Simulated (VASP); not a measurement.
Wanted: the native input for a VASP 6.6.1 run.

| Item | Value |
| --- | --- |
| Task | single point |
| Functional | PBE |
| Potentials or basis | VASP PAW PBE potentials, release 64 (In_d, Sb) |
| Cutoff | 520 eV |
| k mesh | 8 × 8 × 12 |
| Occupations | gaussian, width 0.1 eV |
| Spin | no spin polarisation |
| Dipole correction | no |
| Further INCAR settings | ALGO = Normal; EDIFF = 1e-06; NBANDS = 26 |

The structure of InSb lies in POSCAR:

```
InSb
1.0
    5.9204200000      0.0000000000      0.0000000000
    0.0000000000      5.9380040000      0.0000000000
    0.0000000000      0.0000000000      3.2224990000
In Sb
2 2
Direct
    0.0000000000      0.0000000000      0.0088050000
    0.5000000000      0.5000000000      0.9911950000
    0.0000000000      0.5000000000      0.2769970000
    0.5000000000      0.0000000000      0.7230030000
```

These files were run (other wordings do the same):

INCAR

```
SYSTEM = InSb
  PREC = Accurate
  ENCUT = 520
  EDIFF = 1E-6
  ISMEAR = 0
  SIGMA = 0.1
  LREAL = .False.
  LASPH = .True.
  NELM = 60
  ALGO = Normal
  ISIF = 2
  LWAVE = .False.
  LCHARG = .False.
  GGA = PE
  NBANDS = 26
```

KPOINTS

```
Automatic mesh
0
Gamma
  8 8 12
  0 0 0
```

Potentials or basis: VASP PAW PBE potentials, release 64 (In_d, Sb).

Run with:

```bash
$ cat potpaw_PBE.64/In_d/POTCAR potpaw_PBE.64/Sb/POTCAR > POTCAR
$ mpirun -np 1 vasp_std > vasp.out
```

Results of the run:

The pressure is 0.0 GPa, the largest force is 0.054 eV/Å and the band gap on the k mesh is zero (bands 18 and 19 overlap by 2.75 eV).

Caveat: spin-orbit coupling is left out, which moves the levels of the heavy elements.

It took 2.6 min on 1 thread of Intel(R) Xeon(R) 6975P-C (Granite Rapids), with other jobs on the host, peak memory 0.56 GiB.
